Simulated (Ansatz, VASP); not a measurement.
**One calculation of HfN, two programs**

INCAR

```
ALGO     = Normal         # electronic algorithm
EDIFF    = 1E-7           # SCF threshold, eV
EDIFFG   = -0.005         # ionic threshold
ENCUT    = 600            # plane-wave cutoff, eV
GGA      = PS             # functional
GGA_COMPAT= F            
IBRION   = 2              # ionic algorithm
ISIF     = 3              # what is computed and relaxed
ISMEAR   = -1             # smearing method
LASPH    = T              # aspherical terms in the spheres
LCHARG   = F              # write CHGCAR
LREAL    = F              # projectors in reciprocal space
LWAVE    = F              # write WAVECAR
NELM     = 120            # most SCF steps
NELMIN   = 4            
NSW      = 80             # ionic steps
PREC     = Accurate       # precision mode
SIGMA    = 0.05           # smearing width, eV
```

Contents of KPOINTS:

```
k-points
0
Gamma
  10 10 10
```

File POSCAR:

```
HfN
1.0
    0.0000000000      2.2560000000      2.2560000000
    2.2560000000      0.0000000000      2.2560000000
    2.2560000000      2.2560000000      0.0000000000
Hf N
1 1
Direct
    0.0000000000      0.0000000000      0.0000000000
    0.5000000000      0.5000000000      0.5000000000
```

File input.yaml:

```yaml
crystal:
  lattice:
    - [0.0, 2.256, 2.256]
    - [2.256, 0.0, 2.256]
    - [2.256, 2.256, 0.0]
  atoms:
    - { symbol: Hf, position: [0.0, 0.0, 0.0] }
    - { symbol: "N", position: [0.5, 0.5, 0.5] }
kpoints:
  mp_grid: { grid: [10, 10, 10] }
scf:
  occupations: { method: fermi_dirac, width: 0.05 }
hamiltonian:
  xc: pbesol
  pseudopotentials: { kind: all_electron, lapw: { basis_error: 0.001 } }
output:
  forces: true
  stress: true
relax:
  f_tol: 0.005
  max_steps: 60
  cell: {}
```

Alike in both runs: task relaxation of cell and atoms; functional PBEsol; k mesh 10 × 10 × 10; occupations fermi-dirac, width 0.05 eV; no spin polarisation.

|  | VASP | Ansatz |
| --- | --- | --- |
| version | VASP 6.6.1 | Ansatz 0.2.0 |
| potentials or method | VASP PAW PBE potentials, release 64 (Hf_pv, N), cutoff 600 eV | all-electron LAPW, scalar-relativistic |

Ansatz gave:

```
relaxed volume (Å³/atom)                                                      : 11.41
relaxed length of the cell vector where the two differ most in proportion (Å) : 3.183
```

Q: Which values does VASP return?

A: Relaxed volume (Å³/atom): 11.31; relaxed length of the cell vector where the two differ most in proportion (Å): 3.175.

VASP's potentials were made for PBE, not for PBEsol. Ansatz ran all-electron here, and VASP with PAW potentials.

Neither program's run includes spin-orbit coupling.
